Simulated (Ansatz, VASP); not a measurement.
**Two plane-wave programs on NiO**

```xyz
2
Lattice="0.0000 2.0859 2.0859 2.0859 0.0000 2.0859 2.0859 2.0859 0.0000" Properties=species:S:1:pos:R:3 pbc="T T T"
Ni    0.0000    0.0000    0.0000
O     2.0859    2.0859    2.0859
```

Alike in both runs: task single point; functional PBEsol-based screened hybrid with a share of 0.25 of exact exchange and HFSCREEN = 0.207; k mesh 6 × 6 × 6; occupations fermi-dirac, width 0.05 eV; collinear spin.

```csv
,VASP,Ansatz
version,VASP 6.6.1,Ansatz 0.2.0
potentials or method,"VASP PAW PBE potentials, release 64 (Ni, O)",Ansatz PAW
plane-wave cutoff (eV),520,420
valence electrons in the cell,16,24
```

|  | VASP | Ansatz | Ansatz less VASP |
| --- | --- | --- | --- |
| gap on the k mesh at the Fermi level (eV) | 2.76 | 2.82 | +0.061 |
| least direct gap on the mesh (eV) | 3.81 | 3.87 | +0.065 |
| pressure (GPa) | -3.3 | -3.8 | -0.53 |
| net moment per atom (μB) | 1.00 | 1.00 | -0.001 |
| size of the moment on the site where the two differ most (μB) | 1.73 | 1.72 | -0.012 |

VASP's potentials were made for PBE, not for PBEsol-based screened hybrid. Site moments also hang on the region over which each program counts them. VASP's potentials hold 16 valence electrons a cell and Ansatz's 24, so a difference there can come from the potentials and not from the codes.

The k mesh is coarse, so the values compare programs but aren't converged. Noted on Ansatz's run: the magnetic or orbital state may not be the lowest.
